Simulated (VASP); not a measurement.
# KI (Pm-3m) in VASP: single point with PBEsol

Aim: the single point of KI with PBEsol.

Everything below comes from runs of VASP 6.6.1. Logs are shortened: lines on timing, memory, paths and dates and some standing lists are left out, and cuts for length are marked.

## (1) The cell of the first run

The structure is cubic, space group Pm-3m (No. 221). Conventional cell: a = 4.291 Å, b = 4.291 Å, c = 4.291 Å, α = 90.00°, β = 90.00°, γ = 90.00°. Within 4.9 Å of K (site symmetry m-3m) lie 8 I at 3.72 Å and 6 K at 4.29 Å. Within 4.9 Å of I (site symmetry m-3m) lie 8 K at 3.72 Å and 6 I at 4.29 Å.

## (2) Single point, PBEsol

INCAR

```
SYSTEM = KI
PREC = Accurate
ENCUT = 500
EDIFF = 1E-6
ISMEAR = 0
SIGMA = 0.1
LREAL = .FALSE.
LASPH = .TRUE.
NELM = 120
ALGO = Normal
ISIF = 2
LWAVE = .FALSE.
LCHARG = .FALSE.
GGA = PS
NBANDS = 15
GGA_COMPAT = .FALSE.
```

KPOINTS

```
Automatic mesh
0
G
  4 4 4
  0 0 0
```

POSCAR

```
KI
1.0
    4.2911966600      0.0000000000      0.0000000000
    0.0000000000      4.2911966600      0.0000000000
    0.0000000000      0.0000000000      4.2911966600
K I
1 1
Direct
    0.0000000000      0.0000000000      0.0000000000
    0.5000000000      0.5000000000      0.5000000000
```

Potentials or basis: VASP PAW PBE potentials, release 64 (K_sv, I).

Launch:

```
cat potpaw_PBE.64/K_sv/POTCAR potpaw_PBE.64/I/POTCAR > POTCAR
mpirun -np 1 vasp_std > vasp.out
```

OUTCAR:

```text
SYSTEM = KI
   PREC = Accurate
   ENCUT = 500
   EDIFF = 1E-6
   ISMEAR = 0
   LREAL = .FALSE.
   LASPH = .TRUE.
   NELM = 120
   ISIF = 2
   GGA = PS

 ion  position               nearest neighbor table
   1  0.000  0.000  0.000-
   2  0.500  0.500  0.500-

  LATTYP: Found a simple cubic cell.
 ALAT       =     4.2911966600

  Lattice vectors:

 A1 = (   4.2911966600,   0.0000000000,   0.0000000000)
 A2 = (   0.0000000000,   4.2911966600,   0.0000000000)
 A3 = (   0.0000000000,   0.0000000000,   4.2911966600)

Analysis of symmetry for initial positions (statically):
=====================================================================
 Subroutine PRICEL returns:
 Original cell was already a primitive cell.

 Routine SETGRP: Setting up the symmetry group for a
 simple cubic supercell.

 Subroutine GETGRP returns: Found 48 space group operations
 (whereof 48 operations were pure point group operations)
 out of a pool of 48 trial point group operations.

The static configuration has the point symmetry O_h .

Analysis of symmetry for dynamics (positions and initial velocities):
=====================================================================
 Subroutine PRICEL returns:
 Original cell was already a primitive cell.

 Routine SETGRP: Setting up the symmetry group for a
 simple cubic supercell.

 Subroutine GETGRP returns: Found 48 space group operations
 (whereof 48 operations were pure point group operations)
 out of a pool of 48 trial point group operations.

The dynamic configuration has the point symmetry O_h .

 Subroutine INISYM returns: Found 48 space group operations
 (whereof 48 operations are pure point group operations),
 and found     1 'primitive' translations

----------------------------------------------------------------------------------------

                                     Primitive cell

  volume of cell :      79.0197

  direct lattice vectors                    reciprocal lattice vectors
     4.291196660  0.000000000  0.000000000     0.233035230  0.000000000  0.000000000
     0.000000000  4.291196660  0.000000000     0.000000000  0.233035230  0.000000000
     0.000000000  0.000000000  4.291196660     0.000000000  0.000000000  0.233035230

  length of vectors
     4.291196660  4.291196660  4.291196660     0.233035230  0.233035230  0.233035230

  position of ions in fractional coordinates (direct lattice)
     0.000000000  0.000000000  0.000000000
     0.500000000  0.500000000  0.500000000

  ion indices of the primitive-cell ions
   primitive index   ion index
                 1           1
                 2           2

----------------------------------------------------------------------------------------

 KPOINTS: Automatic mesh

Automatic generation of k-mesh.
 Grid dimensions read from file:
 generate k-points for:    4    4    4

 Generating k-lattice:

  Cartesian coordinates                     Fractional coordinates (reciprocal lattice)
     0.058258807  0.000000000  0.000000000     0.250000000  0.000000000  0.000000000
     0.000000000  0.058258807  0.000000000     0.000000000  0.250000000  0.000000000
     0.000000000  0.000000000  0.058258807     0.000000000  0.000000000  0.250000000

  Length of vectors
     0.058258807  0.058258807  0.058258807

  Shift w.r.t. Gamma in fractional coordinates (k-lattice)
     0.000000000  0.000000000  0.000000000

 Subroutine IBZKPT returns following result:
 ===========================================

 Found     10 irreducible k-points:

 Following reciprocal coordinates:
            Coordinates               Weight
  0.000000  0.000000  0.000000      1.000000
  0.250000  0.000000  0.000000      6.000000
  0.500000  0.000000  0.000000      3.000000
  0.250000  0.250000  0.000000     12.000000
  0.500000  0.250000  0.000000     12.000000
  0.500000  0.500000  0.000000      3.000000
  0.250000  0.250000  0.250000      8.000000
  0.500000  0.250000  0.250000     12.000000
  0.500000  0.500000  0.250000      6.000000
  0.500000  0.500000  0.500000      1.000000
   k-points           NKPTS =     10   k-points in BZ     NKDIM =     10   number of bands    NBANDS=     15
   number of dos      NEDOS =    301   number of ions     NIONS =      2
   total plane-waves  NPLWV =  32768
   dimension x,y,z NGX =    32 NGY =   32 NGZ =   32
   dimension x,y,z NGXF=    64 NGYF=   64 NGZF=   64
   ions per type =               1   1
   NGX,Y,Z   is equivalent  to a cutoff of  12.40, 12.40, 12.40 a.u.
   NGXF,Y,Z  is equivalent  to a cutoff of  24.79, 24.79, 24.79 a.u.
 SYSTEM =  KI
   PREC   = accura    normal or accurate (medium, high low for compatibility)
   ISTART =      0    job   : 0-new  1-cont  2-samecut
   ICHARG =      2    charge: 1-file 2-atom 10-const
   ISPIN  =      1    spin polarized calculation?
   LNONCOLLINEAR =      F non collinear calculations
   LSORBIT =      F    spin-orbit coupling
   LASPH  =      T    aspherical Exc in radial PAW
   ENCUT  =  500.0 eV  36.75 Ry    6.06 a.u.   7.82  7.82  7.82*2*pi/ulx,y,z
   NELM   =    120;   NELMIN=  2; NELMDL= -5     # of ELM steps
   EDIFF  = 0.1E-05   stopping-criterion for ELM
   LREAL  =      F    real-space projection
[... 7 lines left out ...]
   TEBEG  =    0.0;   TEEND  =   0.0 temperature during run
   PSTRESS=    0.0 pullay stress
   NELECT =      16.0000    total number of electrons
   NUPDOWN=      -1.0000    fix difference up-down
   EMIN   =  10.00;   EMAX   =-10.00  energy-range for DOS
   EFERMI =   0.00;   METHOD = LEGACY
   ISMEAR =     0;   SIGMA  =   0.10  broadening in eV -4-tet -1-fermi 0-gaus
   EFERMI_NEDOS =   21; number of points for ismear=-14 and -15
   IALGO  =     38    algorithm
   IMIX   =      4    mixing-type and parameters
     AMIX     =   0.40;   BMIX     =  1.00
     AMIX_MAG =   1.60;   BMIX_MAG =  1.00
  volume/ion in A,a.u.               =      39.51       266.63
  Fermi-wavevector in a.u.,A,eV,Ry     =   0.961324  1.816639 12.573738  0.924144
  Thomas-Fermi vector in A             =   2.090686
   LORBIT       =      0    0 simple, 1 ext, 2 COOP (PROOUT), +10 PAW based schemes
   GGA     = PS    functional components
   LHFCALC =     F    Hartree Fock is set to
   AEXX    =    0.0000 exact exchange contribution
   IVDW    =     0    specifies the selected vdW correction
   LEPSILON=     F    determine dielectric tensor
   LRPA    =     F    only Hartree local field effects (RPA)
 non-spin polarized calculation
 Gauss-broadening in eV      SIGMA  =   0.10
  energy-cutoff  :      500.00
  volume of cell :       79.02
 maximum number of plane-waves:      2022
 NGX is ok and might be reduce to    32
   NGX = 15   NGY = 15   NGZ = 15

 number of electron      16.0000003 magnetization

 Free energy of the ion-electron system (eV)
  ---------------------------------------------------
  ext. energy  EPLUGINS =         0.00000000
  ---------------------------------------------------
  free energy    TOTEN  =        -5.71297660 eV

  energy without entropy =       -5.71297660  energy(sigma->0) =       -5.71297660

 E-fermi :   1.3225     XC(G=0):  -7.8710

 val. band max:        0.7905100923   @ k =   0.5000   0.5000   0.0000
 cond. band min:       3.9688943594   @ k =   0.0000   0.0000   0.0000
 fundamental gap:      3.1783842670
 Fermi energy:         1.3225490186

 k-point     1 :       0.0000    0.0000    0.0000
  band No.  band energies     occupation
      1     -28.4061      2.00000
      2     -11.9222      2.00000
      3     -11.9222      2.00000
      4     -11.9222      2.00000
      5     -10.4074      2.00000
      6       0.4230      2.00000
      7       0.4230      2.00000
      8       0.4230      2.00000
      9       3.9689      0.00000
     10       5.4518      0.00000
     11       5.4518      0.00000
     12       9.1727      0.00000
     13       9.1727      0.00000
     14       9.1727      0.00000
     15      11.2536      0.00000

 k-point     2 :       0.2500    0.0000    0.0000
  band No.  band energies     occupation
      1     -28.4036      2.00000
      2     -12.0151      2.00000
      3     -11.9162      2.00000
      4     -11.9162      2.00000
      5     -10.2489      2.00000
      6      -0.7432      2.00000
      7       0.4605      2.00000
      8       0.4605      2.00000
      9       5.0208      0.00000
     10       5.8973      0.00000
     11       6.8052      0.00000
     12       9.0234      0.00000
     13       9.0234      0.00000
     14       9.4090      0.00000
     15       9.4962      0.00000

 k-point     3 :       0.5000    0.0000    0.0000
  band No.  band energies     occupation
      1     -28.4012      2.00000
      2     -12.0980      2.00000
      3     -11.9102      2.00000
      4     -11.9102      2.00000
      5     -10.0928      2.00000
      6      -1.5425      2.00000
      7       0.4982      2.00000
      8       0.4982      2.00000
      9       6.1229      0.00000
     10       6.8847      0.00000
     11       7.7446      0.00000
     12       7.7480      0.00000
     13       9.4257      0.00000
     14       9.4257      0.00000
     15       9.4392      0.00000
[... 91 lines left out ...]
 k-point     9 :       0.5000    0.5000    0.2500
  band No.  band energies     occupation
      1     -28.3943      2.00000
      2     -11.9989      2.00000
      3     -11.9989      2.00000
      4     -11.9456      2.00000
      5      -9.9729      2.00000
      6      -0.9217      2.00000
      7      -0.9217      2.00000
      8      -0.1761      2.00000
      9       5.2777      0.00000
     10       6.8083      0.00000
     11       6.8083      0.00000
     12       8.1240      0.00000
     13       9.7623      0.00000
     14       9.7623      0.00000
     15      10.3437      0.00000

 k-point    10 :       0.5000    0.5000    0.5000
  band No.  band energies     occupation
      1     -28.3921      2.00000
      2     -11.9891      2.00000
      3     -11.9891      2.00000
      4     -11.9891      2.00000
      5      -9.8839      2.00000
      6      -0.8936      2.00000
      7      -0.8936      2.00000
      8      -0.8936      2.00000
      9       6.3015      0.00000
     10       6.3015      0.00000
     11       6.3015      0.00000
     12       9.6089      0.00000
     13       9.6089      0.00000
     14       9.6089      0.00000
     15       9.8796      0.00000

------------------------ aborting loop because EDIFF is reached ----------------------------------------

  FORCE on cell =-STRESS in cart. coord.  units (eV):
  Direction    XX          YY          ZZ          XY          YZ          ZX
  --------------------------------------------------------------------------------------
  -------------------------------------------------------------------------------------
  Total       -0.2376800     -0.2376800     -0.2376800     -0.0000000      0.0000000     -0.0000000
  in kB       -4.8191221     -4.8191221     -4.8191221     -0.0000000      0.0000000     -0.0000000
  external PRESSURE =      -4.8191221 kB  Pullay stress =       0.0000000 kB

 VOLUME and BASIS-vectors are now :
 -----------------------------------------------------------------------------
  energy-cutoff  :      500.00
  volume of cell :       79.02
      direct lattice vectors                 reciprocal lattice vectors
     4.291196660  0.000000000  0.000000000     0.233035230  0.000000000  0.000000000
     0.000000000  4.291196660  0.000000000     0.000000000  0.233035230  0.000000000
     0.000000000  0.000000000  4.291196660     0.000000000  0.000000000  0.233035230

 POSITION                                       TOTAL-FORCE (eV/Angst)
 -----------------------------------------------------------------------------------
      0.00000      0.00000      0.00000         0.000000      0.000000      0.000000
      2.14560      2.14560      2.14560         0.000000      0.000000      0.000000
 -----------------------------------------------------------------------------------
    total drift:                                0.000000      0.000000     -0.000000

  FREE ENERGIE OF THE ION-ELECTRON SYSTEM (eV)
  ---------------------------------------------------
  free  energy   TOTEN  =        -5.7129766008 eV

  energy  without entropy=       -5.7129766008  energy(sigma->0) =       -5.71297660
```

Run time: 17 s. Hardware: 1 thread of AMD EPYC 7R43 (Zen 3), shared host; peak memory 0.14 GiB.

Results:

* Free energy: -5.7130 eV
* Pressure: -0.5 GPa
* Band gap on the k mesh: 3.18 eV (least direct gap 3.55 eV)

Caveat: the PAW data sets were made with another functional, which shifts forces and pressure a little; spin-orbit coupling is left out, which moves the levels of the heavy elements. A k mesh can miss the band edges.
